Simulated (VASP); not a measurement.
# Al (Im-3m) in VASP: further runs

Runs on Al. Level: LDA. Tasks: single point, relaxation of volume and atoms at fixed shape.

Program: VASP 6.6.1. These are calculated values, not measurements. Logs are shortened: lines on timing, memory, paths and dates and some standing lists are left out, and cuts for length are marked.

### Step 1. The cell of the first run

It takes space group Im-3m (No. 229, cubic). Conventional cell: a = 3.194 Å, b = 3.194 Å, c = 3.194 Å, α = 90.00°, β = 90.00°, γ = 90.00°. Al (site symmetry m-3m) has 14 Al at 2.77 to 3.19 Å within 3.6 Å.

This isn't the form of Al at room conditions, which is fcc.

### Step 2. Single point, LDA, collinear spin, zero start

Input file INCAR:

```
  ALGO = Normal
  EDIFF = 1E-6
  ENCUT = 520
  GGA = CA
  ISIF = 2
  ISMEAR = -1
  ISPIN = 2
  LASPH = T
  LCHARG = F
  LORBIT = 11
  LREAL = F
  LWAVE = F
  MAGMOM = 0 0
  NBANDS = 14
  NELM = 150
  PREC = Accurate
  SIGMA = 0.05
```

Input file KPOINTS:

```
k-points
0
Gamma
  8 8 8
```

Input file POSCAR:

```
Al
1.0
    3.1939252302      0.0000000000      0.0000000000
    0.0000000000      3.1939252302      0.0000000000
    0.0000000000      0.0000000000      3.1939252302
Al
2
Direct
    0.0000000000      0.0000000000      0.0000000000
    0.5000000000      0.5000000000      0.5000000000
```

Potentials or basis: VASP PAW LDA potentials, release 64 (Al).

Command:

```console
$ cat potpaw_LDA.64/Al/POTCAR > POTCAR
$ mpirun -np 1 vasp_std > vasp.out
```

OUTCAR:

```text
EDIFF = 1E-6
   ENCUT = 520
   GGA = CA
   ISIF = 2
   ISMEAR = -1
   ISPIN = 2
   LASPH = T
   LORBIT = 11
   LREAL = F
   NELM = 150
   PREC = Accurate

 ion  position               nearest neighbor table
   1  0.000  0.000  0.000-   2 2.77   2 2.77   2 2.77   2 2.77   2 2.77   2 2.77   2 2.77   2 2.77

   2  0.500  0.500  0.500-   1 2.77   1 2.77   1 2.77   1 2.77   1 2.77   1 2.77   1 2.77   1 2.77

  LATTYP: Found a simple cubic cell.
 ALAT       =     3.1939252302

  Lattice vectors:

 A1 = (   3.1939252302,   0.0000000000,   0.0000000000)
 A2 = (   0.0000000000,   3.1939252302,   0.0000000000)
 A3 = (   0.0000000000,   0.0000000000,   3.1939252302)

Analysis of symmetry for initial positions (statically):
=====================================================================
 Subroutine PRICEL returns following result:

  LATTYP: Found a body centered cubic cell.
 ALAT       =     3.1939252302

  Lattice vectors:

 A1 = (   1.5969626151,   1.5969626151,  -1.5969626151)
 A2 = (  -1.5969626151,   1.5969626151,   1.5969626151)
 A3 = (   1.5969626151,  -1.5969626151,   1.5969626151)

   2 primitive cells build up your supercell.

 Routine SETGRP: Setting up the symmetry group for a
 simple cubic supercell.

 Subroutine GETGRP returns: Found 48 space group operations
 (whereof 48 operations were pure point group operations)
 out of a pool of 48 trial point group operations.

The static configuration has the point symmetry O_h .

Analysis of symmetry for dynamics (positions and initial velocities):
=====================================================================
 Subroutine PRICEL returns following result:

  LATTYP: Found a body centered cubic cell.
 ALAT       =     3.1939252302

  Lattice vectors:

 A1 = (   1.5969626151,   1.5969626151,  -1.5969626151)
 A2 = (  -1.5969626151,   1.5969626151,   1.5969626151)
 A3 = (   1.5969626151,  -1.5969626151,   1.5969626151)

   2 primitive cells build up your supercell.

 Routine SETGRP: Setting up the symmetry group for a
 simple cubic supercell.

 Subroutine GETGRP returns: Found 48 space group operations
 (whereof 48 operations were pure point group operations)
 out of a pool of 48 trial point group operations.

The dynamic configuration has the point symmetry O_h .

Analysis of structural, dynamic, and magnetic symmetry:
=====================================================================
 Subroutine PRICEL returns following result:

  LATTYP: Found a body centered cubic cell.
 ALAT       =     3.1939252302

  Lattice vectors:

 A1 = (   1.5969626151,   1.5969626151,  -1.5969626151)
 A2 = (  -1.5969626151,   1.5969626151,   1.5969626151)
 A3 = (   1.5969626151,  -1.5969626151,   1.5969626151)

   2 primitive cells build up your supercell.

 Routine SETGRP: Setting up the symmetry group for a
 simple cubic supercell.

 Subroutine GETGRP returns: Found 48 space group operations
 (whereof 48 operations were pure point group operations)
 out of a pool of 48 trial point group operations.

The overall configuration has the point symmetry O_h .

 Subroutine INISYM returns: Found 48 space group operations
 (whereof 48 operations are pure point group operations),
 and found     2 'primitive' translations

----------------------------------------------------------------------------------------

                                     Primitive cell

  volume of cell :      16.2909

  direct lattice vectors                    reciprocal lattice vectors
     1.596962615  1.596962615 -1.596962615     0.313094368  0.313094368  0.000000000
    -1.596962615  1.596962615  1.596962615    -0.000000000  0.313094368  0.313094368
     1.596962615 -1.596962615  1.596962615     0.313094368  0.000000000  0.313094368

  length of vectors
     2.766020387  2.766020387  2.766020387     0.442782301  0.442782301  0.442782301

  position of ions in fractional coordinates (direct lattice)
     0.000000000  0.000000000  0.000000000

  ion indices of the primitive-cell ions
   primitive index   ion index
                 1           1

----------------------------------------------------------------------------------------

 KPOINTS: k-points

Automatic generation of k-mesh.
 Grid dimensions read from file:
 generate k-points for:    8    8    8

 Generating k-lattice:

  Cartesian coordinates                     Fractional coordinates (reciprocal lattice)
     0.039136796  0.000000000  0.000000000     0.125000000  0.000000000  0.000000000
     0.000000000  0.039136796  0.000000000     0.000000000  0.125000000  0.000000000
     0.000000000  0.000000000  0.039136796     0.000000000  0.000000000  0.125000000

  Length of vectors
     0.039136796  0.039136796  0.039136796

  Shift w.r.t. Gamma in fractional coordinates (k-lattice)
     0.000000000  0.000000000  0.000000000

 Subroutine IBZKPT returns following result:
 ===========================================

 Found     35 irreducible k-points:

 Following reciprocal coordinates:
            Coordinates               Weight
  0.000000  0.000000  0.000000      1.000000
  0.125000  0.000000  0.000000      6.000000
  0.250000  0.000000  0.000000      6.000000
  0.375000  0.000000  0.000000      6.000000
  0.500000  0.000000  0.000000      3.000000
  0.125000  0.125000  0.000000     12.000000
[... 16 lines left out ...]
  0.375000  0.375000  0.125000     24.000000
  0.500000  0.375000  0.125000     24.000000
 [... further k-points ...]
   k-points           NKPTS =     35   k-points in BZ     NKDIM =     35   number of bands    NBANDS=     14
   number of dos      NEDOS =    301   number of ions     NIONS =      2
   total plane-waves  NPLWV =  13824
   dimension x,y,z NGX =    24 NGY =   24 NGZ =   24
   dimension x,y,z NGXF=    48 NGYF=   48 NGZF=   48
   ions per type =               2
   NGX,Y,Z   is equivalent  to a cutoff of  12.49, 12.49, 12.49 a.u.
   NGXF,Y,Z  is equivalent  to a cutoff of  24.98, 24.98, 24.98 a.u.
 SYSTEM =  unknown system
   PREC   = accura    normal or accurate (medium, high low for compatibility)
   ISTART =      0    job   : 0-new  1-cont  2-samecut
   ICHARG =      2    charge: 1-file 2-atom 10-const
   ISPIN  =      2    spin polarized calculation?
   LNONCOLLINEAR =      F non collinear calculations
   LSORBIT =      F    spin-orbit coupling
   LASPH  =      T    aspherical Exc in radial PAW
   ENCUT  =  520.0 eV  38.22 Ry    6.18 a.u.   5.94  5.94  5.94*2*pi/ulx,y,z
   NELM   =    150;   NELMIN=  2; NELMDL= -5     # of ELM steps
   EDIFF  = 0.1E-05   stopping-criterion for ELM
   LREAL  =      F    real-space projection
   EDIFFG = 0.1E-04   stopping-criterion for IOM
   NSW    =      0    number of steps for IOM
   IBRION =     -1    ionic relax: 0-MD 1-quasi-New 2-CG
   NFREE  =      0    steps in history (QN), initial steepest desc. (CG)
   ISIF   =      2    stress and relaxation
   ISYM   =      2    0-nonsym 1-usesym 2-fastsym
   POTIM  = 0.5000    time-step for ionic-motion
   TEBEG  =    0.0;   TEEND  =   0.0 temperature during run
   PSTRESS=    0.0 pullay stress
   NELECT =       6.0000    total number of electrons
   NUPDOWN=      -1.0000    fix difference up-down
   EMIN   =  10.00;   EMAX   =-10.00  energy-range for DOS
   EFERMI =   0.00;   METHOD = LEGACY
   ISMEAR =    -1;   SIGMA  =   0.05  broadening in eV -4-tet -1-fermi 0-gaus
   EFERMI_NEDOS =   21; number of points for ismear=-14 and -15
   IALGO  =     38    algorithm
   IMIX   =      4    mixing-type and parameters
     AMIX     =   0.40;   BMIX     =  1.00
     AMIX_MAG =   1.60;   BMIX_MAG =  1.00
  volume/ion in A,a.u.               =      16.29       109.94
  Fermi-wavevector in a.u.,A,eV,Ry     =   0.931395  1.760081 11.803005  0.867496
  Thomas-Fermi vector in A             =   2.057884
   LORBIT       =     11    0 simple, 1 ext, 2 COOP (PROOUT), +10 PAW based schemes
   GGA     = CA    functional components
   LHFCALC =     F    Hartree Fock is set to
   AEXX    =    0.0000 exact exchange contribution
   IVDW    =     0    specifies the selected vdW correction
   LEPSILON=     F    determine dielectric tensor
   LRPA    =     F    only Hartree local field effects (RPA)
 spin polarized calculation
  energy-cutoff  :      520.00
  volume of cell :       32.58
 maximum number of plane-waves:       912
 NGX is ok and might be reduce to    24
   NGX = 11   NGY = 11   NGZ = 11

 number of electron       6.0000000 magnetization       0.0000003

 number of electron       6.0000000 magnetization      -0.0000003

 Free energy of the ion-electron system (eV)
  ---------------------------------------------------
  ext. energy  EPLUGINS =         0.00000000
  ---------------------------------------------------
  free energy    TOTEN  =        -8.14872878 eV

  energy without entropy =       -8.14036853  energy(sigma->0) =       -8.14454865

 E-fermi :   8.0186     XC(G=0): -10.3941

 val. band max:        7.9958014665   @ k =   0.5000   0.3750   0.3750
 cond. band min:       8.0838080794   @ k =   0.5000   0.2500   0.0000
 fundamental gap:      0.0880066129
 Fermi energy:         8.0185501243

 spin component 1

 k-point     1 :       0.0000    0.0000    0.0000
  band No.  band energies     occupation
      1      -3.2584      1.00000
      2       9.7888      0.00000
      3       9.7888      0.00000
      4       9.7888      0.00000
      5      10.9622      0.00000
      6      10.9622      0.00000
      7      13.4605      0.00000
      8      21.1964      0.00000
      9      21.1964      0.00000
     10      21.1964      0.00000
     11      22.5400      0.00000
     12      22.5400      0.00000
     13      22.5400      0.00000
     14      24.3083      0.00000

 k-point     2 :       0.1250    0.0000    0.0000
  band No.  band energies     occupation
      1      -3.0323      1.00000
      2       7.3627      1.00000
      3       9.9857      0.00000
      4       9.9857      0.00000
      5      11.1892      0.00000
      6      12.5205      0.00000
      7      14.9000      0.00000
      8      19.2757      0.00000
      9      19.2757      0.00000
     10      21.3523      0.00000
[... 362 lines left out ...]
 k-point    24 :       0.5000    0.3750    0.1250
  band No.  band energies     occupation
      1       2.5016      1.00000
      2       2.5016      1.00000
      3       5.9783      1.00000
      4       5.9783      1.00000
      5      12.6329      0.00000
      6      12.6329      0.00000
      7      15.8923      0.00000
      8      15.8923      0.00000
      9      19.6846      0.00000
     10      19.6846      0.00000
     11      22.5752      0.00000
     12      22.5752      0.00000
     13      26.2850      0.00000
     14      26.2850      0.00000

 [... further k-points ...]

 spin component 2

 k-point     1 :       0.0000    0.0000    0.0000
  band No.  band energies     occupation
      1      -3.2584      1.00000
      2       9.7888      0.00000
      3       9.7888      0.00000
      4       9.7888      0.00000
      5      10.9622      0.00000
      6      10.9622      0.00000
      7      13.4605      0.00000
      8      21.1964      0.00000
      9      21.1964      0.00000
     10      21.1964      0.00000
     11      22.5400      0.00000
     12      22.5400      0.00000
     13      22.5400      0.00000
     14      24.3083      0.00000

 k-point     2 :       0.1250    0.0000    0.0000
  band No.  band energies     occupation
      1      -3.0323      1.00000
      2       7.3627      1.00000
      3       9.9857      0.00000
      4       9.9857      0.00000
      5      11.1892      0.00000
      6      12.5205      0.00000
      7      14.9000      0.00000
      8      19.2757      0.00000
      9      19.2757      0.00000
     10      21.3523      0.00000
[... 362 lines left out ...]
 k-point    24 :       0.5000    0.3750    0.1250
  band No.  band energies     occupation
      1       2.5016      1.00000
      2       2.5016      1.00000
      3       5.9783      1.00000
      4       5.9783      1.00000
      5      12.6329      0.00000
      6      12.6329      0.00000
      7      15.8923      0.00000
      8      15.8923      0.00000
      9      19.6846      0.00000
     10      19.6846      0.00000
     11      22.5752      0.00000
     12      22.5752      0.00000
     13      26.2850      0.00000
     14      26.2850      0.00000

 [... further k-points ...]
[... 5 lines left out ...]
  --------------------------------------------------------------------------------------
  -------------------------------------------------------------------------------------
  Total        0.0141457      0.0141457      0.0141457      0.0000000      0.0000000     -0.0000000
  in kB        0.6956038      0.6956038      0.6956038      0.0000000      0.0000000     -0.0000000
  external PRESSURE =       0.6956038 kB  Pullay stress =       0.0000000 kB

 VOLUME and BASIS-vectors are now :
 -----------------------------------------------------------------------------
  energy-cutoff  :      520.00
  volume of cell :       32.58
      direct lattice vectors                 reciprocal lattice vectors
     3.193925230  0.000000000  0.000000000     0.313094368  0.000000000  0.000000000
     0.000000000  3.193925230  0.000000000     0.000000000  0.313094368  0.000000000
     0.000000000  0.000000000  3.193925230     0.000000000  0.000000000  0.313094368

 POSITION                                       TOTAL-FORCE (eV/Angst)
 -----------------------------------------------------------------------------------
      0.00000      0.00000      0.00000        -0.000000      0.000000      0.000000
      1.59696      1.59696      1.59696         0.000000     -0.000000     -0.000000
 -----------------------------------------------------------------------------------
    total drift:                               -0.000000     -0.000000      0.000000

  FREE ENERGIE OF THE ION-ELECTRON SYSTEM (eV)
  ---------------------------------------------------
  free  energy   TOTEN  =        -8.1487287785 eV

  energy  without entropy=       -8.1403685261  energy(sigma->0) =       -8.14454865

 total charge

# of ion       s       p       d       tot
------------------------------------------
    1        0.461   0.337   0.000   0.798
    2        0.461   0.337   0.000   0.798
--------------------------------------------------
tot          0.922   0.674   0.000   1.597

 magnetization (x)

# of ion       s       p       d       tot
------------------------------------------
    1        0.000   0.000   0.000   0.000
    2        0.000   0.000   0.000   0.000
--------------------------------------------------
tot          0.000   0.000   0.000   0.000
```

Wall time 21 s (1 thread of Intel Xeon 8259CL, shared host); peak memory 0.14 GiB.

What came out:

```
Free energy                                           : -8.1487 eV
Pressure                                              : 0.1 GPa
Band gap on the k mesh                                : zero (filled and empty bands overlap)
Net moment                                            : 0.00 μB per cell
Valence electrons inside the program's atomic spheres : Al 0.80
```

### Step 3. Relaxation of volume and atoms at fixed shape, LDA, collinear spin, zero start

This run uses another cell than the first one, of 16.54 Å³/atom.

Input file INCAR:

```
SYSTEM = Al
  PREC = Accurate
  ENCUT = 600
  EDIFF = 1E-6
  ISMEAR = -1
  SIGMA = 0.05
  LREAL = .FALSE.
  LASPH = .TRUE.
  NELM = 150
  ALGO = Normal
  ISIF = 8
  LWAVE = .FALSE.
  LCHARG = .FALSE.
  ISPIN = 2
  MAGMOM = 0 0
  LORBIT = 11
  GGA = CA
  IBRION = 2
  NSW = 80
  EDIFFG = -0.02
```

Input file KPOINTS:

```
Automatic mesh
0
G
  8 8 8
  0 0 0
```

Input file POSCAR:

```
Al
1.0
    3.2100000000      0.0000000000      0.0000000000
    0.0000000000      3.2100000000      0.0000000000
    0.0000000000      0.0000000000      3.2100000000
Al
2
Direct
    0.0000000000      0.0000000000      0.0000000000
    0.5000000000      0.5000000000      0.5000000000
```

Potentials or basis: VASP PAW LDA potentials, release 64 (Al).

Command:

```console
$ cat potpaw_LDA.64/Al/POTCAR > POTCAR
$ mpirun -np 1 vasp_std > vasp.out
```

Wall time 35 s (1 thread of Intel Xeon 8259CL, shared host); peak memory 0.15 GiB.

Results (log left out):

```yaml
Free_energy: -8.1488 eV
Relaxed_volume: 16.28 Å³/atom
Relaxed_cell: a = 3.193 Å, b = 3.193 Å, c = 3.193 Å, α = 90.00°, β = 90.00°, γ = 90.00°
Space_group_after_relaxing_to_0.1_Å: Im-3m (No. 229)
Energy_gained_by_relaxing: 0.8 meV/atom
Ionic_steps: 2
Pressure_after_relaxing: 0.1 GPa
Band_gap_on_the_k_mesh: zero (filled and empty bands overlap)
Net_moment: 0.00 μB per cell
Valence_electrons_inside_the_program's_atomic_spheres: Al 0.80
```

Step by step:
```csv
step,energy change (eV),largest force (eV/Å),pressure (GPa),volume (Å³)
1,0.0000,0.0000,-1.04,33.08
2,-0.0015,0.0000,0.11,32.57
```

Final structure:
```
Al
1.0
     3.19340    0.00000    0.00000
     0.00000    3.19340    0.00000
     0.00000    0.00000    3.19340
Al
2
Direct
  0.00000 0.00000 0.00000
  0.50000 0.50000 0.50000
```

Levels at points of the mesh, in eV from the Fermi level:
Spin up:
```
           k point  band 1  band 2  band 3  band 4  band 5  band 6  band 7
(0.00, 0.00, 0.00)  -11.28    1.77    1.77    1.77    2.94    2.94    5.45
(0.50, 0.00, 0.00)   -7.70   -7.70    4.93    4.93    4.93    4.93    6.57
(0.50, 0.50, 0.00)   -4.42   -4.42   -3.98   -3.98    8.05    8.05    8.22
(0.50, 0.50, 0.50)   -1.07   -1.07   -1.07   -1.07   -1.07   -1.07    0.26
```
Spin down:
```
           k point  band 1  band 2  band 3  band 4  band 5  band 6  band 7
(0.00, 0.00, 0.00)  -11.28    1.77    1.77    1.77    2.94    2.94    5.45
(0.50, 0.00, 0.00)   -7.70   -7.70    4.93    4.93    4.93    4.93    6.57
(0.50, 0.50, 0.00)   -4.42   -4.42   -3.98   -3.98    8.05    8.05    8.22
(0.50, 0.50, 0.50)   -1.07   -1.07   -1.07   -1.07   -1.07   -1.07    0.26
```
